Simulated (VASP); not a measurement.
# B32N31 (a cell with a defect) in VASP: notebook, part 2 of 4

VASP 6.6.1.

## Step 3: Relaxation of the atoms, PBEsol

File INCAR:

```
ALGO = Normal
EDIFF = 1E-7
EDIFFG = -0.03
ENCUT = 520
GGA = PS
GGA_COMPAT = False
IBRION = 2
ISIF = 2
ISMEAR = -1
ISYM = -1
LASPH = True
LCHARG = False
LREAL = Auto
LWAVE = False
NELECT = 250.0
NELM = 120
NELMIN = 4
NSW = 100
PREC = Accurate
SIGMA = 0.05
```

File KPOINTS:

```
explicit points
1
Reciprocal
  0.25000000   0.25000000   0.25000000 1
```

File POSCAR:

```
B32N31
1.0
    7.2115910000      0.0000000000      0.0000000000
    0.0000000000      7.2115910000      0.0000000000
    0.0000000000      0.0000000000      7.2115910000
B N
32 31
Direct
    0.9947070000      0.9950440000      0.0018210000
    0.0019750000      0.0010510000      0.5017560000
    0.9982220000      0.4983360000      0.0021720000
    0.0007140000      0.4980320000      0.5015240000
    0.4996790000      0.9976070000      0.0015090000
    0.5032740000      0.9998900000      0.4972960000
    0.4992640000      0.5002550000      0.9974750000
    0.5055600000      0.5044740000      0.4967500000
    0.2471440000      0.2527260000      0.9964990000
    0.2459470000      0.2523320000      0.4913950000
    0.2527570000      0.7530540000      0.0024980000
    0.2407650000      0.7496600000      0.5025730000
    0.7469160000      0.2525980000      0.0027380000
    0.7438610000      0.2487990000      0.5007030000
    0.7540060000      0.7474250000      0.9976140000
    0.7473900000      0.7527830000      0.4972180000
    0.2492920000      0.0030900000      0.2492130000
    0.2486530000      0.9964530000      0.7485520000
    0.2514160000      0.4972270000      0.2546960000
    0.2460080000      0.4999530000      0.7508820000
    0.7470100000      0.0006280000      0.2484470000
    0.7501080000      0.0035040000      0.7496630000
    0.7533240000      0.4981540000      0.2482260000
    0.7497360000      0.4980930000      0.7501480000
    0.9981170000      0.2532180000      0.2505270000
    0.0028080000      0.2539200000      0.7503670000
    0.9989940000      0.7517730000      0.2468160000
    0.0016470000      0.7567740000      0.7465390000
    0.5008240000      0.2534090000      0.2486650000
    0.5010100000      0.2467360000      0.7504460000
    0.4986070000      0.7462920000      0.2526000000
    0.5024120000      0.7537450000      0.7513270000
    0.1225820000      0.1247590000      0.1244790000
    0.1277020000      0.1232370000      0.6237770000
    0.1265250000      0.6280800000      0.1218980000
    0.1232350000      0.6246320000      0.6245860000
    0.6265880000      0.1265250000      0.1250730000
    0.6236510000      0.1239730000      0.6255530000
    0.6186470000      0.6247120000      0.1239240000
    0.3725850000      0.3709450000      0.1194260000
    0.3792350000      0.3751080000      0.6230050000
    0.3768270000      0.8743770000      0.1235910000
    0.3738210000      0.8710870000      0.6256450000
    0.8764510000      0.3742370000      0.1257910000
    0.8730730000      0.3722780000      0.6273620000
    0.8723620000      0.8738540000      0.1225270000
    0.8722120000      0.8718180000      0.6236190000
    0.3740000000      0.1190740000      0.3733650000
    0.3809740000      0.1239800000      0.8749190000
    0.3748340000      0.6268830000      0.3688940000
    0.3767620000      0.6264430000      0.8758960000
    0.8724960000      0.1264940000      0.3737000000
    0.8724140000      0.1270180000      0.8732850000
    0.8783200000      0.6260200000      0.3731270000
    0.8740340000      0.6256460000      0.8751530000
    0.1213830000      0.3754380000      0.3714110000
    0.1239390000      0.3740200000      0.8750140000
    0.1254980000      0.8790180000      0.3762190000
    0.1303370000      0.8730430000      0.8750800000
    0.6234620000      0.3784310000      0.3730220000
    0.6295550000      0.3810420000      0.8781660000
    0.6251260000      0.8784970000      0.3746470000
    0.6209690000      0.8759090000      0.8723940000
```

Potentials or basis: VASP PAW PBE potentials, release 64 (B, N).

The run is started by

```bash
> cat potpaw_PBE.64/B/POTCAR potpaw_PBE.64/N/POTCAR > POTCAR
> mpirun -np 1 vasp_std > vasp.out
```

OUTCAR:

```text
EDIFF = 1E-7
   EDIFFG = -0.03
   ENCUT = 520
   GGA = PS
   IBRION = 2
   ISIF = 2
   ISMEAR = -1
   ISYM = -1
   LASPH = True
   LREAL = Auto
   NELECT = 250.0
   NELM = 120
   NELMIN = 4
   NSW = 100
   PREC = Accurate

 ion  position               nearest neighbor table
   1  0.995  0.995  0.002-  46 1.52  33 1.58  53 1.59  59 1.60
   2  0.002  0.001  0.502-  34 1.54  58 1.55  47 1.59  52 1.59
   3  0.998  0.498  0.002-  44 1.54  57 1.57  35 1.57  55 1.58
   4  0.001  0.498  0.502-  36 1.55  56 1.56  54 1.58  45 1.58
   5  0.500  0.998  0.002-  42 1.53  49 1.55  63 1.55  37 1.58
   6  0.503  1.000  0.497-  62 1.52  48 1.55  38 1.55  43 1.61
   7  0.499  0.500  0.997-  61 1.54  51 1.54  39 1.54  40 1.57
   8  0.506  0.504  0.497-  60 1.53  50 1.59  41 1.59
   9  0.247  0.253  0.996-  57 1.52  40 1.53  33 1.58  49 1.60
  10  0.246  0.252  0.491-  56 1.53  48 1.58  34 1.58  41 1.62
  11  0.253  0.753  0.002-  42 1.53  59 1.54  35 1.54  51 1.57
[... 773 lines left out ...]

  energy without entropy =     -581.87449941  energy(sigma->0) =     -581.87449941

 E-fermi :   8.4585     XC(G=0): -12.9412

 val. band max:        7.2323138838   @ k =   0.2500   0.2500   0.2500
 cond. band min:      11.3638039342   @ k =   0.2500   0.2500   0.2500
 fundamental gap:      4.1314900503
 Fermi energy:         8.4585283223

 k-point     1 :       0.2500    0.2500    0.2500
  band No.  band energies     occupation
      1     -12.6094      2.00000
      2     -11.6807      2.00000
      3     -11.6793      2.00000
      4     -11.5104      2.00000
      5     -10.7434      2.00000
      6     -10.7420      2.00000
[... 129 lines left out ...]
    136      15.5527      0.00000
    137      15.5683      0.00000
 [bands above 137 left out]

------------------------ aborting loop because EDIFF is reached ----------------------------------------

  FORCE on cell =-STRESS in cart. coord.  units (eV):
  Direction    XX          YY          ZZ          XY          YZ          ZX
  --------------------------------------------------------------------------------------
  -------------------------------------------------------------------------------------
  Total      -13.4841936    -13.4913753    -13.4828860     -1.8461727     -1.8810574     -1.7760679
  in kB      -57.6026278    -57.6333071    -57.5970422     -7.8865970     -8.0356194     -7.5871189
  external PRESSURE =     -57.6109924 kB  Pullay stress =       0.0000000 kB
[... 78 lines left out ...]
  FREE ENERGIE OF THE ION-ELECTRON SYSTEM (eV)
  ---------------------------------------------------
  free  energy   TOTEN  =      -581.8744994123 eV

  energy  without entropy=     -581.8744994123  energy(sigma->0) =     -581.87449941

 reached required accuracy - stopping structural energy minimisation
```

OSZICAR:

```text
N       E                     dE             d eps       ncg     rms          rms(c)
DAV:   1     0.113060200635E+04    0.11306E+04   -0.13557E+05   314   0.157E+03
DAV:   2    -0.528822710577E+03   -0.16594E+04   -0.16069E+04   399   0.348E+02
DAV:   3    -0.609048685378E+03   -0.80226E+02   -0.79752E+02   372   0.810E+01
[... 126 lines left out ...]
DAV:   3    -0.581874505209E+03    0.20952E-04   -0.77681E-05   380   0.321E-02    0.256E-02
DAV:   4    -0.581874499825E+03    0.53838E-05   -0.39759E-05   380   0.188E-02    0.106E-02
DAV:   5    -0.581874499390E+03    0.43554E-06   -0.34381E-06   380   0.668E-03    0.516E-03
DAV:   6    -0.581874499449E+03   -0.59554E-07   -0.13238E-06   372   0.331E-03    0.278E-03
DAV:   7    -0.581874499412E+03    0.37016E-07   -0.13065E-07   220   0.134E-03
  12 F= -.58187450E+03 E0= -.58187450E+03  d E =-.492114E-03
```

Run time: 8.4 min. Hardware: 1 thread of Intel Xeon 6975P-C (Granite Rapids), shared host; peak memory 0.44 GiB.

Results:

```
Free energy                  : -581.8745 eV
Energy gained by relaxing    : 27.7 meV/atom
Ionic steps                  : 12
Largest force after relaxing : 0.026 eV/Å
```

Forces on the atoms (eV/Å):
```
B   -0.013  0.008  0.007
B   -0.009  0.006  0.005
B   -0.016  0.001 -0.011
B   -0.007  0.002  0.004
B    0.012  0.002 -0.005
B    0.015  0.014 -0.003
B    0.011  0.006 -0.009
B   -0.001 -0.019 -0.010
B    0.007 -0.002 -0.005
B    0.004 -0.006  0.010
B    0.005 -0.009 -0.002
B    0.010 -0.006  0.003
B   -0.011 -0.003 -0.008
B   -0.008 -0.004  0.005
B    0.010  0.002  0.009
B    0.000 -0.008  0.006
B    0.009  0.000  0.005
B    0.004  0.007 -0.005
B    0.008  0.002  0.005
B    0.006  0.004 -0.006
B    0.002 -0.006 -0.007
B    0.002  0.007 -0.001
B   -0.004  0.005  0.009
B   -0.010  0.017 -0.016
B   -0.016 -0.002  0.001
B   -0.009 -0.003  0.000
B   -0.019  0.007 -0.004
B   -0.012  0.001 -0.005
B    0.012 -0.006  0.000
B    0.003 -0.005 -0.011
B    0.015 -0.015  0.005
B    0.009 -0.002  0.006
N    0.006 -0.006  0.000
N   -0.001 -0.007  0.006
N    0.003  0.008  0.003
N    0.003  0.003  0.000
N   -0.005  0.003  0.006
N    0.000 -0.002  0.003
N   -0.001  0.006  0.006
N   -0.016 -0.001 -0.008
N   -0.004  0.003  0.003
N   -0.020 -0.004 -0.003
N   -0.005 -0.008  0.001
N    0.009  0.002 -0.001
N    0.004  0.010 -0.005
N    0.015 -0.004  0.004
N   -0.001 -0.010  0.017
N   -0.009 -0.004 -0.007
N   -0.003  0.002  0.013
N   -0.001  0.004 -0.004
N    0.002 -0.010  0.002
N    0.009 -0.001 -0.008
N    0.007  0.000  0.004
N   -0.002 -0.009 -0.008
N   -0.011  0.008 -0.001
N    0.005  0.003 -0.004
N    0.002  0.000  0.007
N    0.009 -0.003 -0.007
N    0.013  0.009  0.001
N    0.000  0.002 -0.001
N   -0.016  0.014  0.004
N   -0.004 -0.005  0.006
N    0.004 -0.005 -0.006
```

Step by step:
| step | energy change (eV) | largest force (eV/Å) | pressure (GPa) |
| --- | --- | --- | --- |
| 1 | 0.0000 | 2.9983 | -6.15 |
| 2 | 0.8159 | 4.4423 | -4.04 |
| 3 | -1.5265 | 1.1426 | -6.36 |
| 4 | -1.6072 | 0.9155 | -5.84 |
| 5 | -1.6873 | 0.4869 | -6.11 |
| 6 | -1.7281 | 0.2449 | -5.84 |
| 7 | -1.7311 | 0.1965 | -5.90 |
| 8 | -1.7407 | 0.1021 | -5.78 |
| 9 | -1.7410 | 0.0865 | -5.80 |
| 10 | -1.7431 | 0.0480 | -5.77 |
| 11 | -1.7431 | 0.0411 | -5.77 |
| 12 | -1.7436 | 0.0256 | -5.76 |

Final structure:
```
B N
1.0
     7.21159    0.00000    0.00000
     0.00000    7.21159    0.00000
     0.00000    0.00000    7.21159
B N
32 31
Direct
  0.99959 0.00017 0.99925
  0.00005 0.00071 0.49862
  0.00016 0.49957 0.99983
  0.99969 0.50052 0.49959
  0.49890 0.00071 0.99973
  0.49977 0.00032 0.49957
  0.49984 0.50049 0.99943
  0.49304 0.49388 0.49279
  0.24952 0.25019 0.99932
  0.24907 0.24978 0.49837
  0.24900 0.75134 0.99979
  0.24922 0.74969 0.49952
  0.75075 0.24961 0.99987
  0.74897 0.25000 0.49955
  0.74893 0.74963 0.99920
  0.75632 0.75711 0.49209
  0.24948 0.00033 0.24921
  0.24897 0.00072 0.75033
  0.24903 0.49937 0.24875
  0.24931 0.50051 0.74871
  0.75060 0.00080 0.24872
  0.74898 0.00020 0.74868
  0.74899 0.50052 0.24900
  0.75660 0.49283 0.75633
  0.99966 0.25020 0.24926
  0.00017 0.24962 0.75034
  0.00012 0.75128 0.24871
  0.99959 0.74963 0.74870
  0.49869 0.24976 0.24879
  0.49986 0.24999 0.74870
  0.49977 0.74972 0.24897
  0.49242 0.75699 0.75594
  0.12476 0.12546 0.12447
  0.12488 0.12554 0.62408
  0.12488 0.62505 0.12456
  0.12471 0.62539 0.62444
  0.62443 0.12552 0.12454
  0.62471 0.12539 0.62443
  0.62471 0.62538 0.12440
  0.37508 0.37570 0.12441
  0.37672 0.37740 0.62443
  0.37506 0.87527 0.12468
  0.37638 0.87364 0.62399
  0.87457 0.37568 0.12473
  0.87297 0.37703 0.62406
  0.87443 0.87516 0.12416
  0.87304 0.87374 0.62438
  0.37504 0.12537 0.37476
  0.37501 0.12563 0.87420
  0.37663 0.62543 0.37638
  0.37643 0.62500 0.87264
  0.87451 0.12567 0.37476
  0.87453 0.12510 0.87419
  0.87294 0.62502 0.37619
  0.87313 0.62533 0.87279
  0.12465 0.37571 0.37476
  0.12501 0.37568 0.87425
  0.12493 0.87524 0.37473
  0.12443 0.87511 0.87420
  0.62471 0.37741 0.37642
  0.62441 0.37699 0.87271
  0.62427 0.87367 0.37610
  0.62470 0.87370 0.87271
```

Caveat: the cell carries a net charge on a neutralising background, which shifts energy and pressure; the cell is charged against a uniform background, so pressure and absolute levels hang on convention; the PAW data sets were made with another functional, which shifts forces and pressure a little.

## Step 4: Single point, HSE06, collinear spin

File POSCAR:

```
B32N31
1.0
    7.2115910000      0.0000000000      0.0000000000
    0.0000000000      7.2115910000      0.0000000000
    0.0000000000      0.0000000000      7.2115910000
B N
32 31
Direct
    0.9999720000      0.0006260000      0.9997010000
    0.9996630000      0.0003050000      0.4997310000
    0.9997490000      0.5006720000      0.9994110000
    0.9989290000      0.5006360000      0.4996980000
    0.5000040000      0.0004350000      0.9994160000
    0.4999550000      0.9996040000      0.4996940000
    0.4999650000      0.5006470000      0.9986690000
    0.4886460000      0.4891780000      0.4878150000
    0.2497230000      0.2504130000      0.9986590000
    0.2485610000      0.2492360000      0.4986680000
    0.2506530000      0.7506470000      0.9987890000
    0.2509390000      0.7484110000      0.4987390000
    0.7500060000      0.2513010000      0.9988400000
    0.7477740000      0.2516010000      0.4987340000
    0.7500960000      0.7507650000      0.0005090000
    0.7519750000      0.7527580000      0.5044620000
    0.2497100000      0.9996520000      0.2494450000
    0.2506740000      0.9997530000      0.7496600000
    0.2484960000      0.4996360000      0.2482190000
    0.2509640000      0.4997130000      0.7474450000
    0.7499720000      0.9997680000      0.2503920000
    0.7500780000      0.0014480000      0.7497880000
    0.7478070000      0.4996360000      0.2505840000
    0.7523570000      0.5054070000      0.7522590000
    0.9989950000      0.2503950000      0.2494560000
    0.9991160000      0.2513430000      0.7496780000
    0.9990870000      0.7506280000      0.2504050000
    0.0007480000      0.7507290000      0.7497600000
    0.4989750000      0.2491560000      0.2481990000
    0.4990440000      0.2516240000      0.7474350000
    0.4989590000      0.7484430000      0.2505860000
    0.5049400000      0.7531070000      0.7522250000
    0.1248460000      0.1255250000      0.1245640000
    0.1240910000      0.1247630000      0.6240870000
    0.1240860000      0.6250480000      0.1238130000
    0.1253600000      0.6256040000      0.6246380000
    0.6243750000      0.1247460000      0.1237990000
    0.6249250000      0.1260270000      0.6246300000
    0.6249320000      0.6255950000      0.1250640000
    0.3746280000      0.3753060000      0.1231940000
    0.3724220000      0.3730790000      0.6229700000
    0.3754280000      0.8750040000      0.1245590000
    0.3790550000      0.8722970000      0.6238530000
    0.8743550000      0.3761120000      0.1245650000
    0.8716240000      0.3797150000      0.6238620000
    0.8749680000      0.8756220000      0.1256050000
    0.8754420000      0.8761170000      0.6258620000
    0.3746280000      0.1241740000      0.3743350000
    0.3754480000      0.1255790000      0.8739880000
    0.3722360000      0.6240000000      0.3718860000
    0.3790570000      0.6247940000      0.8713650000
    0.8743180000      0.1255350000      0.3751850000
    0.8749790000      0.1265140000      0.8746810000
    0.8715820000      0.6247180000      0.3787510000
    0.8756120000      0.6268430000      0.8753340000
    0.1235040000      0.3753150000      0.3743700000
    0.1249220000      0.3761560000      0.8739940000
    0.1248790000      0.8749720000      0.3751950000
    0.1258270000      0.8756350000      0.8746610000
    0.6233610000      0.3728400000      0.3718490000
    0.6241070000      0.3796610000      0.8713820000
    0.6240380000      0.8722930000      0.3787010000
    0.6261820000      0.8763520000      0.8753920000
```

File INCAR.step1:

```
SYSTEM = B32N31
  PREC = Accurate
  ENCUT = 520
  EDIFF = 1E-5
  ISMEAR = -1
  SIGMA = 0.05
  LREAL = Auto
  LASPH = .True.
  NELM = 200
  ALGO = Normal
  ISIF = 2
  LWAVE = .True.
  LCHARG = .False.
  ISPIN = 2
  MAGMOM = 0 0 0 0 0 0 0 0.25 0 0 0 0 0 0 0 0.25 0 0 0 0 0 0 0 0.25 0 0 0 0 0 0 0 0.25 0 0 0 0 0 0 0 0 0 0 0 0 0 0 0 0 0 0 0 0 0 0 0 0 0 0 0 0 0 0 0
  LORBIT = 11
  NBANDS = 166
  GGA = PE
  ISYM = -1
  GGA_COMPAT = .False.
```

File INCAR.step2:

```
SYSTEM = B32N31
  PREC = Accurate
  ENCUT = 520
  EDIFF = 1E-6
  ISMEAR = -1
  SIGMA = 0.05
  LREAL = Auto
  LASPH = .True.
  NELM = 200
  ALGO = Normal
  ISIF = 2
  LWAVE = .False.
  LCHARG = .False.
  ISPIN = 2
  MAGMOM = 0 0 0 0 0 0 0 0.25 0 0 0 0 0 0 0 0.25 0 0 0 0 0 0 0 0.25 0 0 0 0 0 0 0 0.25 0 0 0 0 0 0 0 0 0 0 0 0 0 0 0 0 0 0 0 0 0 0 0 0 0 0 0 0 0 0 0
  LORBIT = 11
  GGA = PE
  LHFCALC = .True.
  HFSCREEN = 0.2079
  PRECFOCK = Fast
  NBANDS = 166
  ISTART = 1
  ISYM = -1
  GGA_COMPAT = .False.
```

KPOINTS is that of step 3.

The run is started by

```bash
> cat potpaw_PBE.64/B/POTCAR potpaw_PBE.64/N/POTCAR > POTCAR
> cp INCAR.step1 INCAR
> mpirun -np 1 vasp_std > vasp.out
> cp INCAR.step2 INCAR
> mpirun -np 1 vasp_std > vasp.out
```

Run time: 9.7 min. Hardware: 1 thread of Intel Xeon 6975P-C (Granite Rapids), shared host; peak memory 0.74 GiB.

The run converged. Its results:

- Free energy: -633.5711 eV
- Pressure: -4.3 GPa
- Largest force: 0.150 eV/Å
- Band gap on the k mesh: 2.01 eV
- Net moment: 1.00 μB per cell
- Site moments: B +0.00, +0.01, +0.38, -0.00, +0.02 (each value once); N +0.00, -0.00, +0.01 (each value once) μB
- Valence electrons inside the program's atomic spheres: B 2.03, 2.04, 2.05, 2.02, 1.90, 1.91 (each value once); N 4.00, 3.99, 4.01, 3.98 (each value once)

Forces on the atoms (eV/Å):
```
B    0.017  0.017  0.014
B    0.016  0.019  0.010
B    0.017  0.012  0.019
B   -0.010  0.016  0.019
B    0.009  0.012  0.020
B    0.014 -0.010  0.014
B    0.017  0.014 -0.010
B    0.007  0.016  0.033
B    0.000 -0.005  0.009
B   -0.018 -0.020  0.068
B    0.003 -0.004  0.010
B    0.019 -0.024  0.010
B   -0.008  0.002  0.004
B   -0.027  0.013  0.008
B   -0.005 -0.002 -0.003
B    0.070  0.063  0.059
B   -0.002  0.006 -0.005
B    0.001  0.010 -0.001
B   -0.018  0.066 -0.021
B    0.025  0.013 -0.028
B   -0.006  0.005  0.002
B   -0.004 -0.011 -0.002
B   -0.030  0.011  0.016
B    0.056  0.061  0.048
B    0.007 -0.005 -0.004
B    0.008  0.000 -0.002
B    0.007 -0.004  0.004
B   -0.008 -0.002 -0.001
B    0.065 -0.021 -0.021
B    0.007  0.017 -0.025
B    0.012 -0.024  0.014
B    0.045  0.050  0.050
N   -0.005 -0.006 -0.007
N   -0.003 -0.003 -0.004
N   -0.005 -0.003 -0.005
N   -0.005 -0.006 -0.005
N   -0.001  0.000 -0.001
N   -0.001 -0.004 -0.005
N   -0.003 -0.005 -0.007
N   -0.018 -0.018  0.004
N   -0.102 -0.103 -0.039
N   -0.012  0.005 -0.002
N   -0.011  0.003  0.003
N    0.004 -0.013 -0.003
N    0.001 -0.013  0.002
N   -0.002 -0.002 -0.004
N    0.028  0.031 -0.015
N   -0.016  0.002 -0.014
N   -0.011 -0.002  0.004
N   -0.094 -0.036 -0.097
N   -0.014  0.007  0.002
N    0.003 -0.003 -0.012
N   -0.002 -0.001 -0.007
N    0.002  0.005 -0.014
N    0.025 -0.014  0.028
N    0.000 -0.017 -0.020
N   -0.006 -0.015  0.003
N   -0.005  0.001 -0.013
N   -0.001 -0.005 -0.005
N   -0.033 -0.094 -0.100
N    0.007 -0.009  0.005
N    0.003  0.001 -0.010
N   -0.009  0.025  0.025
```

Stress tensor (GPa, compression positive):
```
-4.39  1.44  1.51
 1.44 -4.35  1.52
 1.51  1.52 -4.28
```

Levels at points of the mesh, in eV from the valence-band top:
Spin up:
| k point | band 122 | band 123 | band 124 | band 125 | band 126 | band 127 | band 128 | band 129 | band 130 | band 131 |
| --- | --- | --- | --- | --- | --- | --- | --- | --- | --- | --- |
| (0.25, 0.25, 0.25) | -5.53 | -4.85 | -4.85 | -4.34 | 0.00 | 2.01 | 2.01 | 2.98 | 2.99 | 3.15 |
Spin down:
```
           k point  band 121  band 122  band 123  band 124  band 125  band 126  band 127  band 128  band 129  band 130
(0.25, 0.25, 0.25)     -5.71     -5.53     -4.84     -4.84     -3.99      2.15      2.17      2.33      3.01      3.01
```

Caveat: the PAW data sets were made with another functional, which shifts forces and pressure a little.

[end of part 2 of 4]
